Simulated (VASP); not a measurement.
A run of VASP 6.6.1:

INCAR

```
ALGO = Normal ; EDIFF = 1E-7
ENCUT = 520 ; GGA = PS
ISIF = 2 ; ISMEAR = 0
LASPH = T ; LCHARG = F
LREAL = F ; LWAVE = F
NBANDS = 16 ; NELM = 100
PREC = Accurate ; SIGMA = 0.05
```

The input KPOINTS:

```
k-points
0
Gamma
  12 12 4
```

Contents of POSCAR:

```
BN
1.0
    2.5034173299      0.0000000000      0.0000000000
   -1.2517086650      2.1680230040      0.0000000000
    0.0000000000      0.0000000000      7.2048350755
B N
2 2
Direct
    0.3333333333      0.6666666667      0.2500000000
    0.6666666667      0.3333333333      0.7500000000
    0.3333333333      0.6666666667      0.7500000000
    0.6666666667      0.3333333333      0.2500000000
```

Potentials or basis: VASP PAW PBE potentials, release 64 (B, N).

Launch:

```bash
$ cat potpaw_PBE.64/B/POTCAR potpaw_PBE.64/N/POTCAR > POTCAR
$ mpirun -np 1 vasp_std > vasp.out
```

Hardware: 1 thread of Intel Xeon 8259CL (shared host).

Question: Estimate the wall time of this run.

Answer: Run time: 50 s on 1 thread of Intel Xeon 8259CL, on a shared host, peak memory 0.17 GiB. Counts: scf iterations 14, k points 57.
